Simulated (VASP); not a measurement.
A run of VASP 6.6.1 is set up as follows.

Contents of INCAR:

```
SYSTEM = AlCo3
PREC = Accurate
ENCUT = 520
EDIFF = 1E-6
ISMEAR = -1
SIGMA = 0.05
LREAL = .FALSE.
LASPH = .TRUE.
NELM = 150
ALGO = Fast
ISIF = 2
LWAVE = .FALSE.
LCHARG = .FALSE.
ISPIN = 2
MAGMOM = 2 2 2 0
LORBIT = 11
LMAXMIX = 4
GGA = PS
NBANDS = 27
```

Contents of KPOINTS:

```
Automatic mesh
0
G
  8 8 8
  0 0 0
```

Contents of POSCAR:

```
AlCo3
1.0
    3.6219921844      0.0000000000      0.0000000000
    0.0000000000      3.6219921844      0.0000000000
    0.0000000000      0.0000000000      3.6219921844
Co Al
3 1
Direct
    0.0000000000      0.5000000000      0.5000000000
    0.5000000000      0.0000000000      0.5000000000
    0.5000000000      0.5000000000      0.0000000000
    0.0000000000      0.0000000000      0.0000000000
```

Potentials or basis: VASP PAW PBE potentials, release 64 (Co, Al).

Launch:

```sh
$ cat potpaw_PBE.64/Co/POTCAR potpaw_PBE.64/Al/POTCAR > POTCAR
$ mpirun -np 1 vasp_std > vasp.out
```

Problem. Predict the pressure.

Solution. -13.9 GPa.

Problem. Predict the net moment.

Solution. 3.88 μB per cell.

Problem. Predict the site moments.

Solution. Co +1.34; Al -0.04 μB.

Caveat: the PAW data sets were made with another functional, which shifts forces and pressure a little.
